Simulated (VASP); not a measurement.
# MoS2 (P6_3/mmc) in VASP: a series of runs, part 2 of 2

VASP 6.6.1. The steps go on from the part before.

## 3. Single point, PBEsol

This run uses another cell than the first one, of the same volume but with other edges.

The input, INCAR:

```
SYSTEM = MoS2
  ALGO = Normal
  EDIFF = 1E-7
  ENCUT = 520
  GGA = PS
  ISIF = 2
  ISMEAR = 1
  LASPH = .True.
  LCHARG = .False.
  LREAL = .False.
  LWAVE = .False.
  NBANDS = 35
  NELM = 60
  PREC = Accurate
  SIGMA = 0.141
```

The input, KPOINTS:

```
k-points
0
Gamma
  12 12 2
  0 0 0
```

The input, POSCAR:

```
MoS2
1.0
    3.2045000000      0.0000000000      0.0000000000
   -1.6022500000      2.7751784064      0.0000000000
    0.0000000000      0.0000000000     12.6960000000
Mo S
2 4
Direct
    0.3333333333      0.6666666667      0.2500000000
    0.6666666667      0.3333333333      0.7500000000
    0.3333333333      0.6666666667      0.6259932117
    0.6666666667      0.3333333333      0.1259932117
    0.3333333333      0.6666666667      0.8740067883
    0.6666666667      0.3333333333      0.3740067883
```

Potentials or basis: VASP PAW PBE potentials, release 64 (Mo_sv, S).

Command:

```bash
cat potpaw_PBE.64/Mo_sv/POTCAR potpaw_PBE.64/S/POTCAR > POTCAR
mpirun -np 1 vasp_std > vasp.out
```

OUTCAR:

```text
SYSTEM = MoS2
   EDIFF = 1E-7
   ENCUT = 520
   GGA = PS
   ISIF = 2
   ISMEAR = 1
   LASPH = .True.
   LREAL = .False.
   NELM = 60
   PREC = Accurate

 ion  position               nearest neighbor table
   1  0.333  0.667  0.250-   4 2.43   6 2.43   4 2.43   6 2.43   4 2.43   6 2.43
   2  0.667  0.333  0.750-   3 2.43   5 2.43   3 2.43   5 2.43   3 2.43   5 2.43
   3  0.333  0.667  0.626-   2 2.43   2 2.43   2 2.43
   4  0.667  0.333  0.126-   1 2.43   1 2.43   1 2.43
   5  0.333  0.667  0.874-   2 2.43   2 2.43   2 2.43
   6  0.667  0.333  0.374-   1 2.43   1 2.43   1 2.43

  LATTYP: Found a hexagonal cell.
 ALAT       =     3.2045000000
 C/A-ratio  =     3.9619285380

  Lattice vectors:

 A1 = (   3.2045000000,   0.0000000000,   0.0000000000)
 A2 = (  -1.6022500000,   2.7751784064,   0.0000000000)
 A3 = (   0.0000000000,   0.0000000000,  12.6960000000)

Analysis of symmetry for initial positions (statically):
=====================================================================
 Subroutine PRICEL returns:
 Original cell was already a primitive cell.

 Routine SETGRP: Setting up the symmetry group for a
 hexagonal supercell.

 Subroutine GETGRP returns: Found 24 space group operations
 (whereof 12 operations were pure point group operations)
 out of a pool of 24 trial point group operations.

The static configuration has the point symmetry D_3d.
 The point group associated with its full space group is D_6h.

Analysis of symmetry for dynamics (positions and initial velocities):
=====================================================================
 Subroutine PRICEL returns:
 Original cell was already a primitive cell.

 Routine SETGRP: Setting up the symmetry group for a
 hexagonal supercell.

 Subroutine GETGRP returns: Found 24 space group operations
 (whereof 12 operations were pure point group operations)
 out of a pool of 24 trial point group operations.

The dynamic configuration has the point symmetry D_3d.
 The point group associated with its full space group is D_6h.

 Subroutine INISYM returns: Found 24 space group operations
 (whereof 12 operations are pure point group operations),
 and found     1 'primitive' translations

----------------------------------------------------------------------------------------

                                     Primitive cell

  volume of cell :     112.9063

  direct lattice vectors                    reciprocal lattice vectors
     3.204500000  0.000000000  0.000000000     0.312061164  0.180168597  0.000000000
    -1.602250000  2.775178406  0.000000000     0.000000000  0.360337194  0.000000000
     0.000000000  0.000000000 12.696000000     0.000000000  0.000000000  0.078764965

  length of vectors
     3.204500000  3.204500000 12.696000000     0.360337194  0.360337194  0.078764965

  position of ions in fractional coordinates (direct lattice)
     0.333333333  0.666666667  0.250000000
     0.666666667  0.333333333  0.750000000
     0.333333333  0.666666667  0.625993212
     0.666666667  0.333333333  0.125993212
     0.333333333  0.666666667  0.874006788
     0.666666667  0.333333333  0.374006788

  ion indices of the primitive-cell ions
   primitive index   ion index
                 1           1
                 2           2
                 3           3
                 4           4
                 5           5
                 6           6

[... 31 lines left out ...]
  0.250000  0.000000  0.000000      6.000000
  0.333333  0.000000  0.000000      6.000000
  0.416667 -0.000000  0.000000      6.000000
[... 16 lines left out ...]
  0.250000  0.000000  0.500000      6.000000
  0.333333  0.000000  0.500000      6.000000
 [... further k-points ...]
   k-points           NKPTS =     38   k-points in BZ     NKDIM =     38   number of bands    NBANDS=     35
   number of dos      NEDOS =    301   number of ions     NIONS =      6
   total plane-waves  NPLWV =  55296
   dimension x,y,z NGX =    24 NGY =   24 NGZ =   96
   dimension x,y,z NGXF=    48 NGYF=   48 NGZF=  192
   ions per type =               2   4
   NGX,Y,Z   is equivalent  to a cutoff of  12.45, 12.45, 12.57 a.u.
   NGXF,Y,Z  is equivalent  to a cutoff of  24.90, 24.90, 25.14 a.u.
 SYSTEM =  MoS2
   PREC   = accura    normal or accurate (medium, high low for compatibility)
   ISTART =      0    job   : 0-new  1-cont  2-samecut
   ICHARG =      2    charge: 1-file 2-atom 10-const
   ISPIN  =      1    spin polarized calculation?
   LNONCOLLINEAR =      F non collinear calculations
   LSORBIT =      F    spin-orbit coupling
   LASPH  =      T    aspherical Exc in radial PAW
   ENCUT  =  520.0 eV  38.22 Ry    6.18 a.u.   5.96  5.96 23.61*2*pi/ulx,y,z
   NELM   =     60;   NELMIN=  2; NELMDL= -5     # of ELM steps
   EDIFF  = 0.1E-06   stopping-criterion for ELM
   LREAL  =      F    real-space projection
   EDIFFG = 0.1E-05   stopping-criterion for IOM
   NSW    =      0    number of steps for IOM
   IBRION =     -1    ionic relax: 0-MD 1-quasi-New 2-CG
   NFREE  =      0    steps in history (QN), initial steepest desc. (CG)
   ISIF   =      2    stress and relaxation
   ISYM   =      2    0-nonsym 1-usesym 2-fastsym
   POTIM  = 0.5000    time-step for ionic-motion
   TEBEG  =    0.0;   TEEND  =   0.0 temperature during run
   PSTRESS=    0.0 pullay stress
   NELECT =      52.0000    total number of electrons
   NUPDOWN=      -1.0000    fix difference up-down
   EMIN   =  10.00;   EMAX   =-10.00  energy-range for DOS
   EFERMI =   0.00;   METHOD = LEGACY
   ISMEAR =     1;   SIGMA  =   0.14  broadening in eV -4-tet -1-fermi 0-gaus
   EFERMI_NEDOS =   21; number of points for ismear=-14 and -15
   IALGO  =     38    algorithm
   IMIX   =      4    mixing-type and parameters
     AMIX     =   0.40;   BMIX     =  1.00
     AMIX_MAG =   1.60;   BMIX_MAG =  1.00
  volume/ion in A,a.u.               =      18.82       126.99
  Fermi-wavevector in a.u.,A,eV,Ry     =   1.264261  2.389106 21.746936  1.598355
  Thomas-Fermi vector in A             =   2.397575
   LORBIT       =      0    0 simple, 1 ext, 2 COOP (PROOUT), +10 PAW based schemes
   GGA     = PS    functional components
   LHFCALC =     F    Hartree Fock is set to
   AEXX    =    0.0000 exact exchange contribution
   IVDW    =     0    specifies the selected vdW correction
   LEPSILON=     F    determine dielectric tensor
   LRPA    =     F    only Hartree local field effects (RPA)
 non-spin polarized calculation
 Methfessel and Paxton  Order N= 1 SIGMA  =   0.14
  energy-cutoff  :      520.00
  volume of cell :      112.91
 maximum number of plane-waves:      3078
 NGX is ok and might be reduce to    24

 number of electron      52.0000001 magnetization

 Free energy of the ion-electron system (eV)
  ---------------------------------------------------
  ext. energy  EPLUGINS =         0.00000000
  ---------------------------------------------------
  free energy    TOTEN  =       -46.78564080 eV

  energy without entropy =      -46.78577709  energy(sigma->0) =      -46.78568623

 E-fermi :   6.7663     XC(G=0): -10.6887

 val. band max:        6.6801502893   @ k =   0.0000   0.0000   0.0000
 cond. band min:       7.6598548608   @ k =   0.1667   0.1667   0.0000
 fundamental gap:      0.9797045715
 Fermi energy:         6.7663299732

 k-point     1 :       0.0000    0.0000    0.0000
  band No.  band energies     occupation
      1     -54.6840      2.00000
      2     -54.6840      2.00000
      3     -28.8415      2.00000
      4     -28.8415      2.00000
      5     -28.6482      2.00000
      6     -28.6482      2.00000
[... 901 lines left out ...]
     34      10.0907      0.00000
     35      13.3933      0.00000

 [... further k-points ...]

------------------------ aborting loop because EDIFF is reached ----------------------------------------

  FORCE on cell =-STRESS in cart. coord.  units (eV):
  Direction    XX          YY          ZZ          XY          YZ          ZX
  --------------------------------------------------------------------------------------
  -------------------------------------------------------------------------------------
  Total       -4.9679058     -4.9679058     -4.2915553     -0.0000000      0.0000000      0.0000000
  in kB      -70.4962216    -70.4962216    -60.8985840     -0.0000000      0.0000000      0.0000000
  external PRESSURE =     -67.2970091 kB  Pullay stress =       0.0000000 kB

 VOLUME and BASIS-vectors are now :
 -----------------------------------------------------------------------------
  energy-cutoff  :      520.00
  volume of cell :      112.91
      direct lattice vectors                 reciprocal lattice vectors
     3.204500000  0.000000000  0.000000000     0.312061164  0.180168597  0.000000000
    -1.602250000  2.775178406  0.000000000     0.000000000  0.360337194  0.000000000
     0.000000000  0.000000000 12.696000000     0.000000000  0.000000000  0.078764965

 POSITION                                       TOTAL-FORCE (eV/Angst)
 -----------------------------------------------------------------------------------
     -0.00000      1.85012      3.17400         0.000000      0.000000      0.000000
      1.60225      0.92506      9.52200         0.000000     -0.000000      0.000000
     -0.00000      1.85012      7.94761        -0.000000      0.000000      0.654951
      1.60225      0.92506      1.59961         0.000000      0.000000      0.654951
     -0.00000      1.85012     11.09639        -0.000000      0.000000     -0.654951
      1.60225      0.92506      4.74839        -0.000000     -0.000000     -0.654951
 -----------------------------------------------------------------------------------
    total drift:                               -0.000000      0.000000     -0.000000

  FREE ENERGIE OF THE ION-ELECTRON SYSTEM (eV)
  ---------------------------------------------------
  free  energy   TOTEN  =       -46.7856408041 eV

  energy  without entropy=      -46.7857770927  energy(sigma->0) =      -46.78568623
```

Run time: 59 s. Hardware: 1 thread of Intel Xeon 6975P-C (Granite Rapids), shared host; peak memory 0.28 GiB.

What came out:

```
Free energy            : -46.7856 eV
Pressure               : -6.7 GPa
Largest force          : 0.655 eV/Å
Band gap on the k mesh : 0.98 eV, indirect (least direct gap 1.58 eV)
```

Forces in eV/Å, atoms in the order of the input:
```
Mo   0.000  0.000  0.000
Mo   0.000  0.000  0.000
S    0.000  0.000  0.655
S    0.000  0.000  0.655
S    0.000  0.000 -0.655
S    0.000  0.000 -0.655
```

Stress tensor (GPa, compression positive):
```
-7.05  0.00  0.00
 0.00 -7.05  0.00
 0.00  0.00 -6.09
```

Caveat: the PAW data sets were made with another functional, which shifts forces and pressure a little; this functional lacks dispersion, which binds the layers, so the pressure and a relaxed spacing across them are unreliable. A k mesh can miss the band edges.
